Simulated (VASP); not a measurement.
ZrO2:

```xyz
3
Lattice="0.0000 2.5161 2.5161 2.5161 0.0000 2.5161 2.5161 2.5161 0.0000" Properties=species:S:1:pos:R:3 pbc="T T T"
Zr    0.0000    0.0000    0.0000
O     3.7741    3.7741    3.7741
O     1.2580    1.2580    1.2580
```

```yaml
Program: VASP 6.6.1
Task: relaxation of cell and atoms
Functional: PBE
Potentials_or_basis: VASP PAW PBE potentials, release 64 (Zr_sv, O)
Cutoff: 600 eV
k_mesh: 8 × 8 × 8
Occupations: fermi-dirac, width 0.02 eV
Spin: no spin polarisation
```

At the start: pressure 13.1 GPa; volume 10.62 Å³/atom.

Q: How do energy, volume and symmetry change on relaxing?

A: Over 4 steps the energy falls by 21.3 meV/atom and the volume is 11.16 Å³/atom (+5.1 %); space group Fm-3m (No. 225, to 0.1 Å) before and after.

The path:
| step | energy change (eV) | largest force (eV/Å) | pressure (GPa) | volume (Å³) |
| --- | --- | --- | --- | --- |
| 1 | 0.0000 | 0.0000 | 13.10 | 31.86 |
| 2 | 0.0601 | 0.0000 | -14.70 | 36.03 |
| 3 | -0.0640 | 0.0000 | -0.22 | 33.52 |
| 4 | -0.0640 | 0.0000 | 0.02 | 33.49 |

Final structure:
```yaml
crystal:
  lattice:
    - [0.00000, 2.55835, 2.55835]
    - [2.55835, 0.00000, 2.55835]
    - [2.55835, 2.55835, 0.00000]
  atoms:
    - { symbol: Zr, position: [0.00000, 0.00000, 0.00000] }
    - { symbol: O, position: [0.75000, 0.75000, 0.75000] }
    - { symbol: O, position: [0.25000, 0.25000, 0.25000] }
```
